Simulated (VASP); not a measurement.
Input of a VASP 6.6.1 run:

Contents of INCAR:

```
SYSTEM = PbSe
  ALGO = Normal
  EDIFF = 1E-7
  ENCUT = 520
  GGA = PE
  ISIF = 2
  ISMEAR = 0
  IVDW = 12
  LASPH = .TRUE.
  LCHARG = .FALSE.
  LREAL = .FALSE.
  LWAVE = .FALSE.
  NBANDS = 17
  NELM = 60
  PREC = Accurate
  SIGMA = 0.03
```

KPOINTS

```
k-points
0
G
  10 10 10
  0 0 0
```

File POSCAR:

```
PbSe
1.0
    0.0000000000      3.0260895238      3.2264166503
    3.0260895238      0.0000000000      3.2264166503
    3.0260895238      3.0260895238      0.0000000000
Pb Se
1 1
Direct
    0.0000000000      0.0000000000      0.0000000000
    0.5000000000      0.5000000000      0.5000000000
```

Potentials or basis: VASP PAW PBE potentials, release 64 (Pb_d, Se).

Command:

```bash
$ cat potpaw_PBE.64/Pb_d/POTCAR potpaw_PBE.64/Se/POTCAR > POTCAR
$ mpirun -np 1 vasp_std > vasp.out
```

Q: Predict the band gap on the k mesh.

A: 0.29 eV, direct.

Q: Predict the dispersion energy per atom.

A: -0.357 eV.

Q: Estimate the pressure.

A: -0.6 GPa.

Stress tensor (GPa, compression positive):
```
 1.52  0.00  0.00
 0.00  1.52  0.00
 0.00  0.00 -4.89
```

Caveat: spin-orbit coupling is left out, which moves the levels of the heavy elements. A k mesh can miss the band edges.
